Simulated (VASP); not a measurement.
# PbS (P-6m2) in VASP: single point with PBE

Aim: the single point of PbS with PBE.

All numbers are computed with VASP 6.6.1; they aren't measurements. Logs are shortened: lines on timing, memory, paths and dates and some standing lists are left out, and cuts for length are marked.

## 1. The cell of the first run

The structure is hexagonal, space group P-6m2 (No. 187). Conventional cell: a = 4.090 Å, b = 4.090 Å, c = 3.788 Å, α = 90.00°, β = 90.00°, γ = 120.00°. Pb (site symmetry -6m2) has 6 S at 3.03 Å and 8 Pb at 3.79 to 4.09 Å within 4.1 Å. Within 4.1 Å of S (site symmetry -6m2) lie 6 Pb at 3.03 Å and 8 S at 3.79 to 4.09 Å.

## 2. Single point, PBE

File INCAR:

```
SYSTEM = PbS
ALGO     = Normal         ! electronic algorithm
EDIFF    = 1E-6           ! SCF threshold, eV
ENCUT    = 500            ! plane-wave cutoff, eV
GGA      = PE             ! functional
GGA_COMPAT= .FALSE.      
ISIF     = 2              ! what is computed and relaxed
ISMEAR   = 1              ! smearing method
ISYM     = -1           
LASPH    = .TRUE.         ! aspherical terms in the spheres
LCHARG   = .FALSE.        ! write CHGCAR
LREAL    = .FALSE.        ! projectors in reciprocal space
LWAVE    = .FALSE.        ! write WAVECAR
NBANDS   = 17             ! bands
NELM     = 120            ! most SCF steps
PREC     = Accurate       ! precision mode
SIGMA    = 0.034          ! smearing width, eV
```

File KPOINTS:

```
explicit points
9
Reciprocal
  0.17666667   0.30666667   0.83000000 1
  0.17666667   0.64000000   0.83000000 1
  0.17666667   0.97333333   0.83000000 1
  0.51000000   0.30666667   0.83000000 1
  0.51000000   0.64000000   0.83000000 1
  0.51000000   0.97333333   0.83000000 1
  0.84333333   0.30666667   0.83000000 1
  0.84333333   0.64000000   0.83000000 1
  0.84333333   0.97333333   0.83000000 1
```

File POSCAR:

```
PbS
1.0
    4.0896976867      0.0000000000      0.0000000000
   -2.0448488433      3.5417820905      0.0000000000
    0.0000000000      0.0000000000      3.7881670000
Pb S
1 1
Direct
    0.0000000000      0.0000000000      0.0000000000
    0.6666666667      0.3333333333      0.5000000000
```

Potentials or basis: VASP PAW PBE potentials, release 64 (Pb_d, S).

Command:

```sh
$ cat potpaw_PBE.64/Pb_d/POTCAR potpaw_PBE.64/S/POTCAR > POTCAR
$ mpirun -np 1 vasp_std > vasp.out
```

OUTCAR:

```text
SYSTEM = PbS
   EDIFF = 1E-6
   ENCUT = 500
   GGA = PE
   ISIF = 2
   ISMEAR = 1
   ISYM = -1
   LASPH = .TRUE.
   LREAL = .FALSE.
   NELM = 120
   PREC = Accurate

 ion  position               nearest neighbor table
   1  0.000  0.000  0.000-   2 3.03   2 3.03   2 3.03   2 3.03   2 3.03   2 3.03
   2  0.667  0.333  0.500-   1 3.03   1 3.03   1 3.03   1 3.03   1 3.03   1 3.03

IMPORTANT INFORMATION: All symmetrisations will be switched off!
NOSYMM: (Re-)initialisation of all symmetry stuff for point group C_1.

----------------------------------------------------------------------------------------

                                     Primitive cell

  volume of cell :      54.8709

  direct lattice vectors                    reciprocal lattice vectors
     4.089697687  0.000000000  0.000000000     0.244516851  0.141171870  0.000000000
    -2.044848843  3.541782090  0.000000000     0.000000000  0.282343740  0.000000000
     0.000000000  0.000000000  3.788167000     0.000000000  0.000000000  0.263979914

  length of vectors
     4.089697687  4.089697687  3.788167000     0.282343740  0.282343740  0.263979914

  position of ions in fractional coordinates (direct lattice)
     0.000000000  0.000000000  0.000000000
     0.666666667  0.333333333  0.500000000

  ion indices of the primitive-cell ions
   primitive index   ion index
                 1           1
                 2           2

----------------------------------------------------------------------------------------

 KPOINTS: explicit points

Read explicit list of k-points.

 Found      9 k-points:

 Following reciprocal coordinates:
            Coordinates               Weight
  0.176667  0.306667  0.830000      0.111111
  0.176667  0.640000  0.830000      0.111111
  0.176667  0.973333  0.830000      0.111111
  0.510000  0.306667  0.830000      0.111111
  0.510000  0.640000  0.830000      0.111111
  0.510000  0.973333  0.830000      0.111111
  0.843333  0.306667  0.830000      0.111111
  0.843333  0.640000  0.830000      0.111111
  0.843333  0.973333  0.830000      0.111111
   k-points           NKPTS =      9   k-points in BZ     NKDIM =      9   number of bands    NBANDS=     17
   number of dos      NEDOS =    301   number of ions     NIONS =      2
   total plane-waves  NPLWV =  25200
   dimension x,y,z NGX =    30 NGY =   30 NGZ =   28
   dimension x,y,z NGXF=    60 NGYF=   60 NGZF=   56
   ions per type =               1   1
   NGX,Y,Z   is equivalent  to a cutoff of  12.19, 12.19, 12.29 a.u.
   NGXF,Y,Z  is equivalent  to a cutoff of  24.39, 24.39, 24.58 a.u.
 SYSTEM =  PbS
   PREC   = accura    normal or accurate (medium, high low for compatibility)
   ISTART =      0    job   : 0-new  1-cont  2-samecut
   ICHARG =      2    charge: 1-file 2-atom 10-const
   ISPIN  =      1    spin polarized calculation?
   LNONCOLLINEAR =      F non collinear calculations
   LSORBIT =      F    spin-orbit coupling
   LASPH  =      T    aspherical Exc in radial PAW
   ENCUT  =  500.0 eV  36.75 Ry    6.06 a.u.   7.46  7.46  6.91*2*pi/ulx,y,z
   NELM   =    120;   NELMIN=  2; NELMDL= -5     # of ELM steps
   EDIFF  = 0.1E-05   stopping-criterion for ELM
   LREAL  =      F    real-space projection
   EDIFFG = 0.1E-04   stopping-criterion for IOM
   NSW    =      0    number of steps for IOM
   IBRION =     -1    ionic relax: 0-MD 1-quasi-New 2-CG
   NFREE  =      0    steps in history (QN), initial steepest desc. (CG)
   ISIF   =      2    stress and relaxation
   ISYM   =     -1    0-nonsym 1-usesym 2-fastsym
   POTIM  = 0.5000    time-step for ionic-motion
   TEBEG  =    0.0;   TEEND  =   0.0 temperature during run
   PSTRESS=    0.0 pullay stress
   NELECT =      20.0000    total number of electrons
   NUPDOWN=      -1.0000    fix difference up-down
   EMIN   =  10.00;   EMAX   =-10.00  energy-range for DOS
   EFERMI =   0.00;   METHOD = LEGACY
   ISMEAR =     1;   SIGMA  =   0.03  broadening in eV -4-tet -1-fermi 0-gaus
   EFERMI_NEDOS =   21; number of points for ismear=-14 and -15
   IALGO  =     38    algorithm
   IMIX   =      4    mixing-type and parameters
     AMIX     =   0.40;   BMIX     =  1.00
     AMIX_MAG =   1.60;   BMIX_MAG =  1.00
  volume/ion in A,a.u.               =      27.44       185.14
  Fermi-wavevector in a.u.,A,eV,Ry     =   1.169421  2.209885 18.606576  1.367545
  Thomas-Fermi vector in A             =   2.305894
   LORBIT       =      0    0 simple, 1 ext, 2 COOP (PROOUT), +10 PAW based schemes
   GGA     = PE    functional components
   LHFCALC =     F    Hartree Fock is set to
   AEXX    =    0.0000 exact exchange contribution
   IVDW    =     0    specifies the selected vdW correction
   LEPSILON=     F    determine dielectric tensor
   LRPA    =     F    only Hartree local field effects (RPA)
 non-spin polarized calculation
 Methfessel and Paxton  Order N= 1 SIGMA  =   0.03
  energy-cutoff  :      500.00
  volume of cell :       54.87
 maximum number of plane-waves:      1399
   NGX = 15   NGY = 15   NGZ = 13

 number of electron      19.9999998 magnetization

 Free energy of the ion-electron system (eV)
  ---------------------------------------------------
  ext. energy  EPLUGINS =         0.00000000
  ---------------------------------------------------
  free energy    TOTEN  =        -7.74908441 eV

  energy without entropy =       -7.74955753  energy(sigma->0) =       -7.74924212

 E-fermi :   4.8233     XC(G=0):  -9.4266

 val. band max:        4.7985400125   @ k =   0.1767   0.6400   0.8300
 cond. band min:       6.3250557312   @ k =   0.5100   0.9733   0.8300
 fundamental gap:      1.5265157187
 Fermi energy:         4.8232994590

 k-point     1 :       0.1767    0.3067    0.8300
  band No.  band energies     occupation
      1     -11.7709      2.00000
      2     -11.7462      2.00000
      3     -11.7218      2.00000
      4     -11.7072      2.00000
      5     -11.6813      2.00000
      6      -6.6579      2.00000
      7      -2.9531      2.00000
      8       1.9448      2.00000
      9       2.7178      2.00000
     10       4.5292      2.00000
     11       7.2107      0.00000
     12       8.4967      0.00000
     13       9.7461      0.00000
     14      12.2451      0.00000
     15      14.1906      0.00000
     16      16.1834      0.00000
     17      16.9716      0.00000

 k-point     2 :       0.1767    0.6400    0.8300
  band No.  band energies     occupation
      1     -11.7767      2.00000
      2     -11.7425      2.00000
      3     -11.7182      2.00000
      4     -11.7040      2.00000
      5     -11.6907      2.00000
      6      -7.0102      2.00000
      7      -2.5518      2.00000
      8       2.4237      2.00000
      9       2.5500      2.00000
     10       4.7985      1.93868
     11       7.4281      0.00000
     12       8.2626      0.00000
     13      10.0279      0.00000
     14      12.0970      0.00000
     15      13.7197      0.00000
     16      15.7873      0.00000
     17      16.5031      0.00000

 k-point     3 :       0.1767    0.9733    0.8300
  band No.  band energies     occupation
      1     -11.7889      2.00000
      2     -11.7350      2.00000
      3     -11.7144      2.00000
      4     -11.7063      2.00000
      5     -11.6952      2.00000
      6      -7.4596      2.00000
      7      -2.0778      2.00000
      8       2.6062      2.00000
      9       3.4641      2.00000
     10       4.4727      2.00000
     11       7.7596      0.00000
     12       9.0424      0.00000
     13       9.6162      0.00000
     14      11.9878      0.00000
     15      13.8814      0.00000
     16      14.3448      0.00000
     17      15.3024      0.00000

 k-point     4 :       0.5100    0.3067    0.8300
  band No.  band energies     occupation
      1     -11.7702      2.00000
      2     -11.7463      2.00000
      3     -11.7215      2.00000
      4     -11.7074      2.00000
      5     -11.6816      2.00000
      6      -6.6435      2.00000
      7      -2.9670      2.00000
      8       1.9115      2.00000
      9       2.7328      2.00000
     10       4.5184      2.00000
     11       7.2508      0.00000
     12       8.4673      0.00000
     13       9.7246      0.00000
     14      12.2674      0.00000
     15      14.1893      0.00000
     16      16.2200      0.00000
     17      17.0156      0.00000

 k-point     5 :       0.5100    0.6400    0.8300
  band No.  band energies     occupation
      1     -11.7730      2.00000
      2     -11.7468      2.00000
      3     -11.7224      2.00000
      4     -11.7070      2.00000
      5     -11.6774      2.00000
      6      -6.6013      2.00000
      7      -3.0308      2.00000
      8       1.9396      2.00000
      9       2.7921      2.00000
     10       4.4085      2.00000
     11       6.9507      0.00000
     12       8.8238      0.00000
     13       9.6813      0.00000
     14      12.1621      0.00000
     15      14.5960      0.00000
     16      15.9329      0.00000
     17      16.7762      0.00000

 k-point     6 :       0.5100    0.9733    0.8300
  band No.  band energies     occupation
      1     -11.7808      2.00000
      2     -11.7495      2.00000
      3     -11.7267      2.00000
      4     -11.7018      2.00000
      5     -11.6676      2.00000
      6      -6.6035      2.00000
      7      -3.0819      2.00000
      8       2.2719      2.00000
      9       2.8213      2.00000
     10       4.2156      2.00000
     11       6.3251      0.00000
     12       9.5616      0.00000
     13       9.7192      0.00000
     14      11.8597      0.00000
     15      14.6123      0.00000
     16      16.4120      0.00000
     17      16.8648      0.00000

 k-point     7 :       0.8433    0.3067    0.8300
  band No.  band energies     occupation
      1     -11.7807      2.00000
      2     -11.7403      2.00000
      3     -11.7145      2.00000
      4     -11.7025      2.00000
      5     -11.6967      2.00000
      6      -7.1672      2.00000
      7      -2.3775      2.00000
      8       2.4058      2.00000
      9       2.8457      2.00000
     10       4.7871      2.06132
     11       7.4548      0.00000
     12       8.4434      0.00000
     13      10.0122      0.00000
     14      12.0196      0.00000
     15      13.7186      0.00000
     16      15.3337      0.00000
     17      16.2633      0.00000

 k-point     8 :       0.8433    0.6400    0.8300
  band No.  band energies     occupation
      1     -11.7723      2.00000
      2     -11.7468      2.00000
      3     -11.7221      2.00000
      4     -11.7073      2.00000
      5     -11.6779      2.00000
      6      -6.5905      2.00000
      7      -3.0400      2.00000
      8       1.9076      2.00000
      9       2.8045      2.00000
     10       4.4029      2.00000
     11       6.9918      0.00000
     12       8.7926      0.00000
     13       9.6611      0.00000
     14      12.1844      0.00000
     15      14.5939      0.00000
     16      15.9631      0.00000
     17      16.7517      0.00000

 k-point     9 :       0.8433    0.9733    0.8300
  band No.  band energies     occupation
      1     -11.7884      2.00000
      2     -11.7354      2.00000
      3     -11.7134      2.00000
      4     -11.7070      2.00000
      5     -11.6953      2.00000
      6      -7.4435      2.00000
      7      -2.0934      2.00000
      8       2.5773      2.00000
      9       3.4450      2.00000
     10       4.4919      2.00000
     11       7.7091      0.00000
     12       9.0583      0.00000
     13       9.6151      0.00000
     14      11.9759      0.00000
     15      13.9372      0.00000
     16      14.3584      0.00000
     17      15.3435      0.00000

------------------------ aborting loop because EDIFF is reached ----------------------------------------

  FORCE on cell =-STRESS in cart. coord.  units (eV):
  Direction    XX          YY          ZZ          XY          YZ          ZX
  --------------------------------------------------------------------------------------
  -------------------------------------------------------------------------------------
  Total        1.0242348      1.2566908      0.7216248     -0.1937976     -0.0112250     -0.0061103
  in kB       29.9066633     36.6941511     21.0707452     -5.6587014     -0.3277594     -0.1784136
  external PRESSURE =      29.2238532 kB  Pullay stress =       0.0000000 kB

 VOLUME and BASIS-vectors are now :
 -----------------------------------------------------------------------------
  energy-cutoff  :      500.00
  volume of cell :       54.87
      direct lattice vectors                 reciprocal lattice vectors
     4.089697687  0.000000000  0.000000000     0.244516851  0.141171870  0.000000000
    -2.044848843  3.541782090  0.000000000     0.000000000  0.282343740  0.000000000
     0.000000000  0.000000000  3.788167000     0.000000000  0.000000000  0.263979914

 POSITION                                       TOTAL-FORCE (eV/Angst)
 -----------------------------------------------------------------------------------
      0.00000      0.00000      0.00000        -0.093347     -0.055972     -0.000276
      2.04485      1.18059      1.89408         0.093347      0.055972      0.000276
 -----------------------------------------------------------------------------------
    total drift:                               -0.000087     -0.000039     -0.000019

  FREE ENERGIE OF THE ION-ELECTRON SYSTEM (eV)
  ---------------------------------------------------
  free  energy   TOTEN  =        -7.7490844090 eV

  energy  without entropy=       -7.7495575299  energy(sigma->0) =       -7.74924212
```

Run time: 20 s. Hardware: 1 thread of Intel Xeon 8259CL, shared host; peak memory 0.16 GiB.

What came out:

```
Free energy            : -7.7491 eV
Pressure               : 2.9 GPa
Largest force          : 0.109 eV/Å
Band gap on the k mesh : 1.53 eV (least direct gap 2.11 eV)
```

Forces in eV/Å, atoms in the order of the input:
```
Pb  -0.093 -0.056  0.000
S    0.093  0.056  0.000
```

Stress tensor (GPa, compression positive):
```
 2.99 -0.57 -0.02
-0.57  3.67 -0.03
-0.02 -0.03  2.11
```

Levels at points of the mesh, in eV from the valence-band top:
| k point | band 8 | band 9 | band 10 | band 11 | band 12 | band 13 |
| --- | --- | --- | --- | --- | --- | --- |
| (0.18, 0.31, 0.83) | -2.85 | -2.08 | -0.27 | 2.41 | 3.70 | 4.95 |

Caveat: spin-orbit coupling is left out, which moves the levels of the heavy elements; a shifted mesh leaves out Γ, where band edges can lie. A k mesh can miss the band edges.
